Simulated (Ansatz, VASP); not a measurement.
**NaF in VASP and in Ansatz**

INCAR

```
SYSTEM = NaF
  PREC = Accurate
  ENCUT = 520
  EDIFF = 1E-6
  ISMEAR = 0
  SIGMA = 0.05
  LREAL = .FALSE.
  LASPH = .TRUE.
  NELM = 60
  ALGO = Normal
  ISIF = 2
  LWAVE = .FALSE.
  LCHARG = .TRUE.
  GGA = PE
  LELF = .TRUE.
  LVHAR = .TRUE.
  NBANDS = 14
```

File KPOINTS:

```
regular mesh
0
G
  10 10 10
  0 0 0
```

POSCAR

```
NaF
1.0
    0.9084389910      2.8550939718      2.8550939718
    2.8550939718      0.9084389910      2.8550939718
    2.8550939718      2.8550939718      0.9084389910
Na F
1 1
Direct
    0.0000000000      0.0000000000      0.0000000000
    0.5000000000      0.5000000000      0.5000000000
```

Input for Ansatz:

```yaml
crystal:
  lattice:
    - [0.908438991, 2.8550939718, 2.8550939718]
    - [2.8550939718, 0.908438991, 2.8550939718]
    - [2.8550939718, 2.8550939718, 0.908438991]
  atoms:
    - { symbol: Na, position: [0.0, 0.0, 0.0] }
    - { symbol: F, position: [0.5, 0.5, 0.5] }
basis:
  ecutwfc: 420
kpoints:
  mp_grid: { grid: [10, 10, 10] }
hamiltonian:
  xc: pbe
scf:
  occupations: { method: gaussian, width: 0.05 }
output:
  forces: true
  stress: true
  eigenvalues: true
```

Alike in both runs: task single point; functional PBE; k mesh 10 × 10 × 10; occupations gaussian, width 0.05 eV; no spin polarisation.

|  | VASP | Ansatz |
| --- | --- | --- |
| version | VASP 6.6.1 | Ansatz 0.2.0 |
| potentials or method | VASP PAW PBE potentials, release 64 (Na_pv, F), cutoff 520 eV | scalar-relativistic, plane waves, PAW |
| valence electrons in the cell | 14 | 16 |

VASP gave:

```
gap on the k mesh at the Fermi level (eV)                     : 2.56
least direct gap on the mesh (eV)                             : 2.56
pressure (GPa)                                                : 0.4
traceless stress, the component that is largest in VASP (GPa) : -20.62
```

Q: Estimate Ansatz's values.

A: gap on the k mesh at the Fermi level (eV): 2.58; least direct gap on the mesh (eV): 2.58; pressure (GPa): 0.6; traceless stress, the component that is largest in VASP (GPa): -20.61.

VASP's potentials hold 14 valence electrons a cell and Ansatz's 16, so a difference there can come from the potentials and not from the codes.
